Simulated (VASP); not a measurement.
# Pd (Fm-3m) in VASP: notebook

The runs below take Pd through single point, with LDA.

Everything below comes from runs of VASP 6.6.1. Logs are shortened: lines on timing, memory, paths and dates and some standing lists are left out, and cuts for length are marked.

## 1. The cell of the first run

The structure is cubic, space group Fm-3m (No. 225). The conventional cell has a = 3.842 Å, b = 3.842 Å, c = 3.842 Å, α = 90.00°, β = 90.00°, γ = 90.00°. Within 3.6 Å of Pd (site symmetry m-3m) lie 12 Pd at 2.72 Å.

## 2. Single point, LDA

INCAR reads:

```
  ALGO = Normal
  EDIFF = 1E-6
  ENCUT = 520
  ISIF = 2
  ISMEAR = -1
  LASPH = True
  LCHARG = True
  LELF = True
  LREAL = False
  LVHAR = True
  LWAVE = False
  NBANDS = 11
  NELM = 100
  PREC = Accurate
  SIGMA = 0.1
```

KPOINTS reads:

```
k-points
0
Gamma
  9 9 9
```

POSCAR reads:

```
Pd
1.0
    0.0000000000      1.9211411165      1.9211411165
    1.9211411165      0.0000000000      1.9211411165
    1.9211411165      1.9211411165      0.0000000000
Pd
1
Direct
    0.0000000000      0.0000000000      0.0000000000
```

Potentials or basis: VASP PAW LDA potentials, release 64 (Pd).

Started as:

```bash
cat potpaw_LDA.64/Pd/POTCAR > POTCAR
mpirun -np 1 vasp_std > vasp.out
```

OUTCAR:

```text
EDIFF = 1E-6
   ENCUT = 520
   ISIF = 2
   ISMEAR = -1
   LASPH = True
   LREAL = False
   NELM = 100
   PREC = Accurate

 ion  position               nearest neighbor table
   1  0.000  0.000  0.000-

  LATTYP: Found a face centered cubic cell.
 ALAT       =     3.8422822330

  Lattice vectors:

 A1 = (   0.0000000000,   1.9211411165,   1.9211411165)
 A2 = (   1.9211411165,   0.0000000000,   1.9211411165)
 A3 = (   1.9211411165,   1.9211411165,   0.0000000000)

Analysis of symmetry for initial positions (statically):
[... 33 lines left out ...]
                                     Primitive cell

  volume of cell :      14.1810

  direct lattice vectors                    reciprocal lattice vectors
     0.000000000  1.921141117  1.921141117    -0.260261985  0.260261985  0.260261985
     1.921141117  0.000000000  1.921141117     0.260261985 -0.260261985  0.260261985
     1.921141117  1.921141117  0.000000000     0.260261985  0.260261985 -0.260261985

  length of vectors
     2.716903822  2.716903822  2.716903822     0.450786981  0.450786981  0.450786981

  position of ions in fractional coordinates (direct lattice)
     0.000000000  0.000000000  0.000000000

  ion indices of the primitive-cell ions
   primitive index   ion index
                 1           1

----------------------------------------------------------------------------------------

 KPOINTS: k-points

Automatic generation of k-mesh.
 Grid dimensions read from file:
 generate k-points for:    9    9    9

 Generating k-lattice:

  Cartesian coordinates                     Fractional coordinates (reciprocal lattice)
    -0.028917998  0.028917998  0.028917998     0.111111111  0.000000000  0.000000000
     0.028917998 -0.028917998  0.028917998     0.000000000  0.111111111  0.000000000
     0.028917998  0.028917998 -0.028917998     0.000000000  0.000000000  0.111111111

  Length of vectors
     0.050087442  0.050087442  0.050087442

  Shift w.r.t. Gamma in fractional coordinates (k-lattice)
     0.000000000  0.000000000  0.000000000

 Subroutine IBZKPT returns following result:
 ===========================================

 Found     35 irreducible k-points:

 Following reciprocal coordinates:
            Coordinates               Weight
  0.000000  0.000000  0.000000      1.000000
  0.111111  0.000000  0.000000      8.000000
  0.222222  0.000000  0.000000      8.000000
  0.333333  0.000000  0.000000      8.000000
  0.444444  0.000000  0.000000      8.000000
  0.111111  0.111111  0.000000      6.000000
[... 16 lines left out ...]
 -0.333333  0.333333  0.000000     12.000000
  0.444444  0.444444  0.000000      6.000000
 [... further k-points ...]
   k-points           NKPTS =     35   k-points in BZ     NKDIM =     35   number of bands    NBANDS=     11
   number of dos      NEDOS =    301   number of ions     NIONS =      1
   total plane-waves  NPLWV =   8000
   dimension x,y,z NGX =    20 NGY =   20 NGZ =   20
   dimension x,y,z NGXF=    40 NGYF=   40 NGZF=   40
   ions per type =               1
   NGX,Y,Z   is equivalent  to a cutoff of  12.24, 12.24, 12.24 a.u.
   NGXF,Y,Z  is equivalent  to a cutoff of  24.48, 24.48, 24.48 a.u.
 SYSTEM =  unknown system
   PREC   = accura    normal or accurate (medium, high low for compatibility)
   ISTART =      0    job   : 0-new  1-cont  2-samecut
   ICHARG =      2    charge: 1-file 2-atom 10-const
   ISPIN  =      1    spin polarized calculation?
   LNONCOLLINEAR =      F non collinear calculations
   LSORBIT =      F    spin-orbit coupling
   LASPH  =      T    aspherical Exc in radial PAW
   ENCUT  =  520.0 eV  38.22 Ry    6.18 a.u.   5.05  5.05  5.05*2*pi/ulx,y,z
   NELM   =    100;   NELMIN=  2; NELMDL= -5     # of ELM steps
   EDIFF  = 0.1E-05   stopping-criterion for ELM
   LREAL  =      F    real-space projection
   EDIFFG = 0.1E-04   stopping-criterion for IOM
   NSW    =      0    number of steps for IOM
   IBRION =     -1    ionic relax: 0-MD 1-quasi-New 2-CG
   NFREE  =      0    steps in history (QN), initial steepest desc. (CG)
   ISIF   =      2    stress and relaxation
   ISYM   =      2    0-nonsym 1-usesym 2-fastsym
   POTIM  = 0.5000    time-step for ionic-motion
   TEBEG  =    0.0;   TEEND  =   0.0 temperature during run
   PSTRESS=    0.0 pullay stress
   NELECT =      10.0000    total number of electrons
   NUPDOWN=      -1.0000    fix difference up-down
   EMIN   =  10.00;   EMAX   =-10.00  energy-range for DOS
   EFERMI =   0.00;   METHOD = LEGACY
   ISMEAR =    -1;   SIGMA  =   0.10  broadening in eV -4-tet -1-fermi 0-gaus
   EFERMI_NEDOS =   21; number of points for ismear=-14 and -15
   IALGO  =     38    algorithm
   IMIX   =      4    mixing-type and parameters
     AMIX     =   0.40;   BMIX     =  1.00
     AMIX_MAG =   1.60;   BMIX_MAG =  1.00
  volume/ion in A,a.u.               =      14.18        95.70
  Fermi-wavevector in a.u.,A,eV,Ry     =   1.457154  2.753622 28.889235  2.123299
  Thomas-Fermi vector in A             =   2.573989
   LORBIT       =      0    0 simple, 1 ext, 2 COOP (PROOUT), +10 PAW based schemes
   GGA     = CA    functional components
   LHFCALC =     F    Hartree Fock is set to
   AEXX    =    0.0000 exact exchange contribution
   IVDW    =     0    specifies the selected vdW correction
   LEPSILON=     F    determine dielectric tensor
   LRPA    =     F    only Hartree local field effects (RPA)
 non-spin polarized calculation
  energy-cutoff  :      520.00
  volume of cell :       14.18
 maximum number of plane-waves:       389
   NGX = 11   NGY = 11   NGZ = 11

 number of electron      10.0000005 magnetization

 Free energy of the ion-electron system (eV)
  ---------------------------------------------------
  ext. energy  EPLUGINS =         0.00000000
  ---------------------------------------------------
  free energy    TOTEN  =        -6.53637245 eV

  energy without entropy =       -6.47424064  energy(sigma->0) =       -6.50530655

 E-fermi :  10.2738     XC(G=0): -13.7610

 val. band max:       10.2389616850   @ k =   0.4444   0.1111   0.0000
 cond. band min:      10.2821621203   @ k =  -0.4444   0.3333   0.0000
 fundamental gap:      0.0432004353
 Fermi energy:        10.2737548986

 k-point     1 :       0.0000    0.0000    0.0000
  band No.  band energies     occupation
      1       2.7352      2.00000
      2       7.2116      2.00000
      3       7.2116      2.00000
      4       7.2116      2.00000
      5       8.9653      2.00000
      6       8.9653      2.00000
      7      27.4224      0.00000
      8      32.3679      0.00000
      9      32.3679      0.00000
     10      32.3679      0.00000
     11      35.8610      0.00000

 k-point     2 :       0.1111    0.0000    0.0000
  band No.  band energies     occupation
      1       3.1881      2.00000
      2       7.0593      2.00000
      3       7.3633      2.00000
      4       7.3633      2.00000
      5       8.9000      2.00000
      6       8.9000      2.00000
      7      27.8834      0.00000
      8      30.0909      0.00000
      9      32.9219      0.00000
     10      32.9219      0.00000
     11      35.8948      0.00000

 k-point     3 :       0.2222    0.0000    0.0000
  band No.  band energies     occupation
      1       4.2418      2.00000
      2       7.0121      2.00000
      3       7.5422      2.00000
      4       7.5422      2.00000
      5       9.0029      1.99999
      6       9.0029      1.99999
      7      26.0616      0.00000
      8      28.7020      0.00000
      9      34.1550      0.00000
     10      34.1550      0.00000
     11      35.9068      0.00000

 k-point     4 :       0.3333    0.0000    0.0000
  band No.  band energies     occupation
      1       4.7187      2.00000
      2       7.3851      2.00000
      3       7.3851      2.00000
      4       8.3559      2.00000
      5       9.6036      1.99755
      6       9.6036      1.99755
      7      22.0084      0.00000
      8      27.8006      0.00000
      9      33.4271      0.00000
     10      33.4271      0.00000
     11      35.8669      0.00000

 k-point     5 :       0.4444    0.0000    0.0000
  band No.  band energies     occupation
      1       4.6241      2.00000
      2       7.1967      2.00000
      3       7.1967      2.00000
      4      10.1671      1.48793
      5      10.1671      1.48793
      6      10.6315      0.05438
      7      18.5049      0.00000
      8      26.9272      0.00000
      9      31.8140      0.00000
     10      31.8140      0.00000
     11      35.8828      0.00000
[... 211 lines left out ...]
 k-point    21 :       0.4444    0.3333    0.0000
  band No.  band energies     occupation
      1       4.9561      2.00000
      2       5.2315      2.00000
      3       9.0397      1.99999
      4       9.4944      1.99918
      5      10.3459      0.65425
      6      12.5100      0.00000
      7      23.0666      0.00000
      8      24.3824      0.00000
      9      25.3141      0.00000
     10      31.7714      0.00000
     11      34.1254      0.00000

 k-point    22 :      -0.4444    0.3333    0.0000
  band No.  band energies     occupation
      1       5.1267      2.00000
      2       5.6842      2.00000
      3       8.2919      2.00000
      4       9.2128      1.99995
      5      10.2822      0.95799
      6      15.9233      0.00000
      7      19.4505      0.00000
      8      22.5290      0.00000
      9      26.0794      0.00000
     10      31.1989      0.00000
     11      35.8599      0.00000

 k-point    23 :      -0.3333    0.3333    0.0000
  band No.  band energies     occupation
      1       5.5802      2.00000
      2       6.3808      2.00000
      3       7.3901      2.00000
      4       8.7997      2.00000
      5       9.7408      1.99035
      6      16.3796      0.00000
      7      19.4406      0.00000
      8      21.5649      0.00000
      9      28.2681      0.00000
     10      30.4091      0.00000
     11      35.9134      0.00000

 k-point    24 :       0.4444    0.4444    0.0000
  band No.  band energies     occupation
      1       4.5769      2.00000
      2       4.8530      2.00000
      3      10.1927      1.38437
      4      10.4325      0.33955
      5      10.4325      0.33954
      6      12.8334      0.00000
      7      22.2805      0.00000
      8      23.8837      0.00000
      9      23.8837      0.00000
     10      32.3039      0.00000
     11      32.4489      0.00000

 [... further k-points ...]
[... 5 lines left out ...]
  --------------------------------------------------------------------------------------
  -------------------------------------------------------------------------------------
  Total       -0.0109325     -0.0109325     -0.0109325     -0.0000000      0.0000000     -0.0000000
  in kB       -1.2351552     -1.2351552     -1.2351552     -0.0000000      0.0000000     -0.0000000
  external PRESSURE =      -1.2351552 kB  Pullay stress =       0.0000000 kB

 VOLUME and BASIS-vectors are now :
 -----------------------------------------------------------------------------
  energy-cutoff  :      520.00
  volume of cell :       14.18
      direct lattice vectors                 reciprocal lattice vectors
     0.000000000  1.921141117  1.921141117    -0.260261985  0.260261985  0.260261985
     1.921141117  0.000000000  1.921141117     0.260261985 -0.260261985  0.260261985
     1.921141117  1.921141117  0.000000000     0.260261985  0.260261985 -0.260261985

 POSITION                                       TOTAL-FORCE (eV/Angst)
 -----------------------------------------------------------------------------------
      0.00000      0.00000      0.00000         0.000000      0.000000      0.000000
 -----------------------------------------------------------------------------------
    total drift:                                0.000000     -0.000000     -0.000000

  FREE ENERGIE OF THE ION-ELECTRON SYSTEM (eV)
  ---------------------------------------------------
  free  energy   TOTEN  =        -6.5363724536 eV

  energy  without entropy=       -6.4742406443  energy(sigma->0) =       -6.50530655
```

Wall time 4.9 s (1 thread of Intel Xeon Platinum 8259CL at 2.50GHz (Skylake/Cascade Lake), shared host); peak memory 0.12 GiB.

What came out:

```yaml
Free_energy: -6.5364 eV
Pressure: -0.1 GPa
Band_gap_on_the_k_mesh: zero (band 5 reaches 10.48 eV, above the bottom of band 6 at 8.90 eV)
```

## 3. Single point, LDA

INCAR reads:

```
  ALGO = Normal
  EDIFF = 1E-6
  ENCUT = 520
  ISIF = 2
  ISMEAR = -1
  LASPH = T
  LCHARG = F
  LREAL = F
  LWAVE = F
  NBANDS = 11
  NELM = 100
  PREC = Accurate
  SIGMA = 0.1
```

KPOINTS reads:

```
k-points
0
Gamma
  11 11 11
```

POSCAR is that of step 2.

Potentials or basis: VASP PAW LDA potentials, release 64 (Pd).

Started as:

```bash
cat potpaw_LDA.64/Pd/POTCAR > POTCAR
mpirun -np 1 vasp_std > vasp.out
```

Run time: 6.2 s. Hardware: 1 thread of Intel Xeon Platinum 8259CL at 2.50GHz (Skylake/Cascade Lake), shared host; peak memory 0.12 GiB.

The run converged. Its results:

| Item | Value |
| --- | --- |
| Free energy | -6.5158 eV |
| Pressure | 0.5 GPa |
| Band gap on the k mesh | zero (band 5 reaches 10.54 eV, above the bottom of band 6 at 8.92 eV) |

Levels at points of the mesh, in eV from the Fermi level:
```csv
k point,band 3,band 4,band 5,band 6,band 7,band 8
"(0.00, 0.00, 0.00)",-3.09,-3.09,-1.34,-1.34,17.10,22.04
```
